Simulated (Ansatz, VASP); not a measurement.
# AlN: VASP beside Ansatz

Contents of INCAR:

```
SYSTEM = AlN
PREC     = Accurate       ! precision mode
ENCUT    = 520            ! plane-wave cutoff, eV
EDIFF    = 1E-8           ! SCF threshold, eV
ISMEAR   = -1             ! smearing method
SIGMA    = 0.02           ! smearing width, eV
LREAL    = .False.        ! projectors in reciprocal space
LASPH    = .True.         ! aspherical terms in the spheres
NELM     = 100            ! most SCF steps
ALGO     = Normal         ! electronic algorithm
ISIF     = 2              ! what is computed and relaxed
LWAVE    = .False.        ! write WAVECAR
LCHARG   = .False.        ! write CHGCAR
GGA      = PS             ! functional
LEFG     = .True.       
NBANDS   = 16             ! bands
```

File KPOINTS:

```
regular mesh
0
Gamma
  11 11 6
  0 0 0
```

File POSCAR:

```
AlN
1.0
    3.1110021516      0.0311100215      0.0311100215
   -1.5285590069      2.6786518837      0.0113870582
    0.0497800000      0.0497800000      4.9780000000
Al N
2 2
Direct
    0.3333333333      0.6666666667      0.0000000000
    0.6666666667      0.3333333333      0.5000000000
    0.3333333333      0.6666666667      0.3850000000
    0.6666666667      0.3333333333      0.8850000000
```

Input for Ansatz:

```yaml
crystal:
  lattice:
    - [3.1110021516, 0.0311100215, 0.0311100215]
    - [-1.5285590069, 2.6786518837, 0.0113870582]
    - [0.04978, 0.04978, 4.978]
  atoms:
    - { symbol: Al, position: [0.3333333333, 0.6666666667, 0.0] }
    - { symbol: Al, position: [0.6666666667, 0.3333333333, 0.5] }
    - { symbol: "N", position: [0.3333333333, 0.6666666667, 0.385] }
    - { symbol: "N", position: [0.6666666667, 0.3333333333, 0.885] }
kpoints:
  mp_grid: { grid: [11, 11, 6] }
scf:
  occupations: { method: fermi_dirac, width: 0.02 }
hamiltonian:
  xc: pbesol
  pseudopotentials: { kind: all_electron, datasets: crystal }
output:
  forces: true
  stress: true
  eigenvalues: true
  efg: { contact_densities: true }
```

Change from the starting cell: equal xy, yz and zx shear strains of +2 %, crystal datasets.

Alike in both runs: task electric field gradients; functional PBEsol; k mesh 11 × 11 × 6; occupations fermi-dirac, width 0.02 eV; no spin polarisation.

|  | VASP | Ansatz |
| --- | --- | --- |
| version | VASP 6.6.1 | Ansatz 0.2.0 |
| potentials or method | VASP PAW PBE potentials, release 64 (Al, N), cutoff 520 eV | all-electron PAW with datasets made for the crystal, scalar-relativistic |

|  | VASP | Ansatz | Ansatz less VASP |
| --- | --- | --- | --- |
| gap on the k mesh at the Fermi level (eV) | 4.06 | 4.06 | -0.006 |
| pressure (GPa) | 0.7 | 0.5 | -0.12 |
| traceless stress, the component that is largest in VASP (GPa) | -3.60 | -3.56 | +0.043 |
| rms of the force components (eV/Å) | 0.178 | 0.175 | -0.0024 |
| size of Vzz on the site where it differs most (V/Å²) | 9.1 | 8.7 | -0.43 |

VASP's potentials were made for PBE, not for PBEsol. Atom by atom the forces differ by 0.003 eV/Å (rms over components). Ansatz ran all-electron here, and VASP with PAW potentials.
